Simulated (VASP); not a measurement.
Runs of VASP 6.6.1 on CO2. The structure is that of space group Pbca (No. 61), or close to it. The cells are those of the table. 

| cell | gap on the mesh (eV) | pressure (GPa) | largest force (eV/Å) |
| --- | --- | --- | --- |
| a = 6.139, b = 6.139, c = 5.710 Å, 12 atoms | 6.67 | 4.2 | 1.88 |
| a = 5.784, b = 5.784, c = 6.218 Å, 12 atoms | 6.78 | 8.0 | 3.42 |
| a = 6.221, b = 6.221, c = 5.928 Å, 12 atoms | (b) | -1.7 | 0.68 |
| a = 5.672, b = 5.672, c = 6.246 Å, 12 atoms | 6.87 | (c) | 5.00 |
| a = 5.756, b = 5.756, c = 6.494 Å, 12 atoms | 6.62 | 3.6 | 1.59 |
| a = 5.850, b = 5.850, c = 6.288 Å, 12 atoms | 6.67 | 4.2 | 1.87 |
| a = 6.306, b = 6.306, c = 5.590 Å, 12 atoms | 6.51 | 0.4 | 0.25 |
| a = 6.322, b = 6.322, c = 5.740 Å, 12 atoms | 6.44 | (a) | 0.85 |

Alike in all rows: task single point; level PBE; potentials or basis VASP PAW PBE potentials, release 64 (C, O); no spin polarisation; k mesh 4 × 4 × 4; cutoff (eV) 520; smearing gaussian 0.05 eV.

Task: Estimate the missing entries.

Result: (a) -2.1; (b) 6.48; (c) 12.1.

Caveats: this functional lacks dispersion, which holds the molecules together, so the pressure and a relaxed volume are unreliable; the cell stands under pressure (at least some runs); forces of over 1 eV/Å act on the atoms, so gaps and moduli don't describe the material at rest (at least some runs).

A k mesh can miss the band edges.
